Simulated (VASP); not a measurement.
The system is Sb.

```
Sb
1.0
    -1.87134    1.87134    1.87134
     1.87134   -1.87134    1.87134
     1.87134    1.87134   -1.87134
Sb
1
Cartesian
  0.0000 0.0000 0.0000
```

```yaml
Program: VASP 6.6.1
Task: relaxation of cell and atoms
Functional: PBE
Potentials_or_basis: VASP PAW PBE potentials, release 64 (Sb)
Cutoff: 600 eV
k_mesh: 10 × 10 × 10
Occupations: fermi-dirac, width 0.05 eV
Spin: no spin polarisation
```

At the start: pressure 3.0 GPa; volume 26.21 Å³/atom.

**Question.** How do energy, volume and symmetry change on relaxing?

**Answer.** Over 3 steps the energy falls by 11.2 meV/atom and the volume is 27.44 Å³/atom (+4.7 %); space group Im-3m (No. 229, to 0.05 Å).

Step by step:
```tsv
step	energy change (eV)	largest force (eV/Å)	pressure (GPa)	volume (Å³)
1	0.0000	0.0000	3.04	26.21
2	-0.0080	0.0000	-1.43	28.15
3	-0.0112	0.0000	0.00	27.44
```

Final structure:
```
Sb
1.0
    -1.90014    1.90014    1.90014
     1.90014   -1.90014    1.90014
     1.90014    1.90014   -1.90014
Sb
1
Direct
  0.00000 0.00000 0.00000
```
